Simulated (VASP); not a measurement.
Runs of VASP 6.6.1 on Mg3PN. The structure is that of space group Pm-3m (No. 221), or close to it. The cells are those of the table. 

| cell | k mesh | smearing | gap on the mesh (eV) | pressure (GPa) |
| --- | --- | --- | --- | --- |
| a = 4.295 Å, 5 atoms | 4 × 4 × 4 | gaussian 0.05 eV | 1.26 | -6.5 |
| a = 4.183 Å, 5 atoms | 8 × 8 × 8 | gaussian 0.02 eV | 1.76 | -0.3 |
| a = 4.440 Å, 5 atoms | 4 × 4 × 4 | gaussian 0.05 eV | (b) | -11.7 |
| a = 4.183 Å, 5 atoms | 4 × 4 × 4 | gaussian 0.05 eV | (a) | -0.3 |

Alike in all rows: task single point; level PBE; potentials or basis VASP PAW PBE potentials, release 64 (P, N, Mg); no spin polarisation; cutoff (eV) 600.

**Question.** Estimate the missing entries.

**Answer.** (a) 1.74; (b) 0.61.

Caveats: the cell stands under tension (at least some runs); semilocal functionals underestimate gaps, and a narrow one can read as zero (at least some runs).

A k mesh can miss the band edges.
